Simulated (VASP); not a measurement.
Crystal: CoO.

```
Co O
1.0
     0.00000    2.10269    2.10269
     2.10269    0.00000    2.10269
     2.10269    2.10269    0.00000
Co O
1 1
Direct
  0.00000 0.00000 0.00000
  0.50000 0.50000 0.50000
```

This cell differs from its parent crystal: volume scaled by 0.96.

Base run:

```yaml
Program: VASP 6.6.1
Functional: PBEsol
Potentials_or_basis: VASP PAW PBE potentials, release 64 (Co, O)
Cutoff: 520 eV
k_mesh: 11 × 11 × 11
Occupations: fermi-dirac, width 0.05 eV
Spin: collinear spin, ferromagnetic start
Starting_moments: "[2.0, 0.0] μB"
```

Its results: pressure -5.2 GPa; net moment 2.84 μB per cell; site moments Co +2.49; O +0.29 μB.

Q: The run is repeated on the same cell with these changes: dispersion from none to D4. What comes out?

A: Pressure -7.2 GPa; net moment 2.84 μB per cell; site moments Co +2.49; O +0.29 μB.

Dispersion adds attraction, which lowers the pressure at fixed volume and, as a term added to the energy, leaves the levels alone.

Caveats: the PAW data sets were made with another functional, which shifts forces and pressure a little; a cell with one magnetic atom can't hold antiferromagnetic order, which such compounds often take; semilocal functionals often make such compounds metallic where correlation or magnetic order opens a gap, which also shifts bond lengths; pairwise dispersion overbinds metals, which lowers pressure and volume (some runs).
